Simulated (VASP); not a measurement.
# Pd16Cl in VASP: a series of runs, part 2 of 2

VASP 6.6.1. Earlier steps stand in the parts before.

### Step 4. Single point, PBEsol

Input file INCAR:

```
ALGO = Normal
EDIFF = 1E-7
ENCUT = 520
GGA = PS
ISIF = 2
ISMEAR = -1
LASPH = T
LCHARG = F
LREAL = Auto
LWAVE = F
NBANDS = 98
NELM = 80
PREC = Accurate
SIGMA = 0.05
```

Input file KPOINTS:

```
k-points
0
Gamma
  2 3 1
```

Input file POSCAR:

```
Pd16Cl
1.0
    7.7800000000      0.0000000000      0.0000000000
    0.0000000000      5.5012910000      0.0000000000
    0.0000000000      0.0000000000     15.1259680000
Pd Cl
16 1
Direct
    0.2500000000      0.2499958646      0.0661114713
    0.7500000000      0.2499958646      0.0661114713
    0.2500000000      0.7500057714      0.0661114713
    0.7500000000      0.7500057714      0.0661114713
    0.0036246787     -0.0289931945      0.1222136659
    0.5011311054     -0.0678386219      0.1578609713
   -0.0140102828      0.4771425471      0.1333270043
    0.4814267352      0.4621278896      0.1498548721
    0.2150642674      0.1620165158      0.2176257414
    0.7839460154      0.1572358197      0.2363220655
    0.2266452442      0.7067613766      0.2345106112
    0.7444858612      0.6738054758      0.2385367998
   -0.0112724936     -0.0987949919      0.3284682342
    0.4867737789     -0.2092599719      0.3293607391
   -0.0208097686      0.3644780834      0.3405930781
    0.4985989717      0.2974574514      0.3237148194
    0.1911439589      0.1466383073      0.4116232429
```

Potentials or basis: VASP PAW PBE potentials, release 64 (Pd, Cl).

The run is started by

```sh
$ cat potpaw_PBE.64/Pd/POTCAR potpaw_PBE.64/Cl/POTCAR > POTCAR
$ mpirun -np 1 vasp_std > vasp.out
```

OUTCAR:

```text
EDIFF = 1E-7
   ENCUT = 520
   GGA = PS
   ISIF = 2
   ISMEAR = -1
   LASPH = T
   LREAL = Auto
   NELM = 80
   PREC = Accurate

 ion  position               nearest neighbor table
   1  0.250  0.250  0.066-   9 2.36   8 2.49   5 2.60   7 2.61   3 2.75   3 2.75   6 2.97
   2  0.750  0.250  0.066-   7 2.44  10 2.64   5 2.64   8 2.71   4 2.75   4 2.75   6 2.96
   3  0.250  0.750  0.066-   5 2.42  11 2.56   6 2.60   8 2.71   7 2.74   1 2.75   1 2.75   9 3.23

   4  0.750  0.750  0.066-   5 2.47   7 2.58   6 2.58  12 2.64   2 2.75   2 2.75   8 2.91  10 3.42

   5  0.004  0.971  0.122-   3 2.42   9 2.43   4 2.47   1 2.60  10 2.64   2 2.64   7 2.73   7 2.79
                            11 2.83  12 3.14  13 3.15
   6  0.501  0.932  0.158-   4 2.58   8 2.59   3 2.60  12 2.66  14 2.71   9 2.71  11 2.73  10 2.79
                             8 2.92   2 2.96   1 2.97  16 3.21
   7  0.986  0.477  0.133-   2 2.44   4 2.58   1 2.61  12 2.69   5 2.73  11 2.73   3 2.74   5 2.79
                             9 2.79  10 2.83  15 3.20
   8  0.481  0.462  0.150-   1 2.49   6 2.59   2 2.71  12 2.71   3 2.71  11 2.72  16 2.78   9 2.84
                             4 2.91   6 2.92  10 3.17  14 3.26
   9  0.215  0.162  0.218-   1 2.36   5 2.43  11 2.52   6 2.71   7 2.79  13 2.82  16 2.83  15 2.84
                             8 2.84  17 2.94  11 3.01   3 3.23  10 3.37  14 3.39
[... 606 lines left out ...]
     94       3.4633      0.00000
     95       3.9781      0.00000
 [bands above 95 left out]

------------------------ aborting loop because EDIFF is reached ----------------------------------------

  FORCE on cell =-STRESS in cart. coord.  units (eV):
  Direction    XX          YY          ZZ          XY          YZ          ZX
  --------------------------------------------------------------------------------------
  -------------------------------------------------------------------------------------
  Total        2.3497467     -4.5540313      8.7923349      0.6143014      3.2937886      3.6545983
  in kB        5.8151945    -11.2703966     21.7594249      1.5202838      8.1515258      9.0444641
  external PRESSURE =       5.4347409 kB  Pullay stress =       0.0000000 kB

 VOLUME and BASIS-vectors are now :
 -----------------------------------------------------------------------------
  energy-cutoff  :      520.00
  volume of cell :      647.39
      direct lattice vectors                 reciprocal lattice vectors
     7.780000000  0.000000000  0.000000000     0.128534704  0.000000000  0.000000000
     0.000000000  5.501291000  0.000000000     0.000000000  0.181775514  0.000000000
     0.000000000  0.000000000 15.125968000     0.000000000  0.000000000  0.066111471

 POSITION                                       TOTAL-FORCE (eV/Angst)
 -----------------------------------------------------------------------------------
      1.94500      1.37530      1.00000         0.451302      0.078820     -2.564399
      5.83500      1.37530      1.00000        -1.492537     -0.539199     -0.430012
      1.94500      4.12600      1.00000         0.981744     -0.834566     -1.209685
      5.83500      4.12600      1.00000        -0.969949     -0.457053     -0.692823
      0.02820      5.34179      1.84860        -1.832114      0.089884      0.242470
      3.89880      5.12809      2.38780         0.213649      1.876444     -0.198971
[... 9 lines left out ...]
      3.87910      1.63640      4.89650        -0.231598     -0.167271     -0.606620
      1.48710      0.80670      6.22620         0.292714     -0.100393      0.040941
 -----------------------------------------------------------------------------------
    total drift:                                0.009083     -0.007997      0.000630

  FREE ENERGIE OF THE ION-ELECTRON SYSTEM (eV)
  ---------------------------------------------------
  free  energy   TOTEN  =       -85.8553829464 eV

  energy  without entropy=      -85.6011424489  energy(sigma->0) =      -85.72826270
```

OSZICAR:

```text
N       E                     dE             d eps       ncg     rms          rms(c)
DAV:   1     0.109968854673E+04    0.10997E+04   -0.75988E+04   784   0.147E+03
DAV:   2    -0.170488024161E+02   -0.11167E+04   -0.10553E+04   862   0.313E+02
DAV:   3    -0.882267469362E+02   -0.71178E+02   -0.65354E+02   974   0.696E+01
[... 29 lines left out ...]
DAV:  33    -0.858553813940E+02   -0.49629E-05   -0.36071E-07   648   0.221E-03    0.699E-04
DAV:  34    -0.858553823715E+02   -0.97755E-06   -0.62221E-08   502   0.105E-03    0.520E-04
DAV:  35    -0.858553827278E+02   -0.35625E-06   -0.39686E-08   458   0.894E-04    0.309E-04
DAV:  36    -0.858553828967E+02   -0.16891E-06   -0.26195E-08   476   0.481E-04    0.170E-04
DAV:  37    -0.858553829464E+02   -0.49758E-07   -0.13026E-08   464   0.253E-04
   1 F= -.85855383E+02 E0= -.85728263E+02  d E =-.254240E+00
```

Run time: 8.9 min. Hardware: 1 thread of Intel Xeon Platinum 8488C (Sapphire Rapids), shared host; peak memory 0.66 GiB.

What came out:

```yaml
Free_energy: -85.8554 eV
Largest_force: 3.812 eV/Å
Band_gap_on_the_k_mesh: zero (an odd number of electrons rules out a gap without spin polarisation)
```

Forces on the atoms (eV/Å):
```
Pd   0.451  0.079 -2.564
Pd  -1.493 -0.539 -0.430
Pd   0.982 -0.835 -1.210
Pd  -0.970 -0.457 -0.693
Pd  -1.832  0.090  0.242
Pd   0.214  1.876 -0.199
Pd   1.030  0.536  1.080
Pd   1.139 -0.465  0.486
Pd   0.920  1.602  3.335
Pd  -1.761  0.144 -0.579
Pd  -0.393 -2.086  0.321
Pd   1.041 -1.044  0.408
Pd   0.142 -1.261  0.393
Pd  -0.002  0.460  0.389
Pd   0.470  2.166 -0.414
Pd  -0.232 -0.167 -0.607
Cl   0.293 -0.100  0.041
```

Caveat: the k points lie up to 0.40 Å⁻¹ apart, too coarse for converged energies and pressures of a metal; the atoms stand as in a frame of molecular dynamics; there is no dipole correction, which matters where the two faces differ; the PAW data sets were made with another functional, which shifts forces and pressure a little.

### Step 5. Single point, PBEsol

Input file INCAR:

```
SYSTEM = Pd16Cl
PREC = Accurate
ENCUT = 520
EDIFF = 1E-6
ISMEAR = -1
SIGMA = 0.05
LREAL = Auto
LASPH = .TRUE.
NELM = 80
ALGO = Normal
ISIF = 2
LWAVE = .FALSE.
LCHARG = .FALSE.
GGA = PS
NBANDS = 98
```

Input file KPOINTS:

```
regular mesh
0
G
  2 3 1
  0 0 0
```

Input file POSCAR:

```
Pd16Cl
1.0
    7.7800000000      0.0000000000      0.0000000000
    0.0000000000      5.5012910000      0.0000000000
    0.0000000000      0.0000000000     15.1259680000
Pd Cl
16 1
Direct
    0.2500000000      0.2499958646      0.0661114713
    0.7500000000      0.2499958646      0.0661114713
    0.2500000000      0.7500057714      0.0661114713
    0.7500000000      0.7500057714      0.0661114713
   -0.0031233933     -0.0288114190      0.1293470937
    0.5236118252     -0.0706379648      0.1562742960
   -0.0184318766      0.4910301964      0.1396340386
    0.4941773779      0.4869947800      0.1531736680
    0.2076349614      0.1802667774      0.2245476124
    0.7836375321      0.1593080606      0.2294398613
    0.2172622108      0.6860207904      0.2352312262
    0.7599742931      0.6878749006      0.2357468957
    0.0004627249     -0.1113920351      0.3196886308
    0.4837017995     -0.2075512821      0.3334596503
   -0.0031876607      0.3717854591      0.3417235842
    0.4910539846      0.3142716864      0.3221611999
    0.2137146530      0.1157546474      0.4024932487
```

The run is started by

```sh
$ cat potpaw_PBE.64/Pd/POTCAR potpaw_PBE.64/Cl/POTCAR > POTCAR
$ mpirun -np 1 vasp_std > vasp.out
```

It took 8.1 min on 1 thread of Intel Xeon Platinum 8488C (Sapphire Rapids), shared host; peak memory 0.65 GiB.

It converged, with:

| Property | Result |
| --- | --- |
| Free energy | -85.8106 eV |
| Largest force | 3.789 eV/Å |
| Band gap on the k mesh | zero (an odd number of electrons rules out a gap without spin polarisation) |

Forces in eV/Å, atoms in the order of the input:
```
Pd   0.503  0.044 -0.700
Pd  -1.106 -0.051 -0.999
Pd   0.761 -0.292 -0.511
Pd  -0.355 -0.670 -1.925
Pd   0.099  0.110 -0.522
Pd  -2.301  2.996  0.302
Pd   1.476 -0.972 -0.146
Pd  -0.088 -1.973  0.017
Pd   1.862  0.523  1.139
Pd  -1.426  1.318  1.685
Pd   1.673 -1.052 -0.385
Pd  -0.166 -1.330  1.875
Pd  -0.928  0.097  1.623
Pd  -0.014  0.575 -0.473
Pd  -0.305  1.134 -0.520
Pd  -0.007 -0.456 -0.570
Cl   0.323  0.000  0.111
```

Levels at points of the mesh, in eV from the Fermi level:
| k point | band 81 | band 82 | band 83 | band 84 | band 85 | band 86 |
| --- | --- | --- | --- | --- | --- | --- |
| (0.00, 0.00, 0.00) | -0.04 | 0.00 | 0.11 | 0.13 | 0.14 | 0.17 |
| (0.50, 0.00, 0.00) | -0.10 | -0.04 | 0.03 | 0.09 | 0.11 | 0.16 |

Caveat: the k points lie up to 0.40 Å⁻¹ apart, too coarse for converged energies and pressures of a metal; the atoms stand as in a frame of molecular dynamics; there is no dipole correction, which matters where the two faces differ; the PAW data sets were made with another functional, which shifts forces and pressure a little.

### Step 6. Overview

| cell | gap on the mesh (eV) | largest force (eV/Å) |
| --- | --- | --- |
| as given, atomic positions A | none | 4.04 |
| as given, atomic positions B | none | 2.14 |
| as given, atomic positions C | none | 3.81 |
| as given, atomic positions D | none | 3.79 |

Alike in all rows: task single point; level PBEsol; potentials or basis VASP PAW PBE potentials, release 64 (Pd, Cl); no spin polarisation; k mesh 2 × 3 × 1; cutoff (eV) 520; smearing fermi-dirac 0.05 eV.

Caveats: all runs use coarse meshes; there is no dipole correction, which matters where the two faces differ; the PAW data sets were made with another functional, which shifts forces and pressure a little; the atoms stand as in a frame of molecular dynamics (at least some runs).

Absolute energies hang on the potentials; compare differences alone.
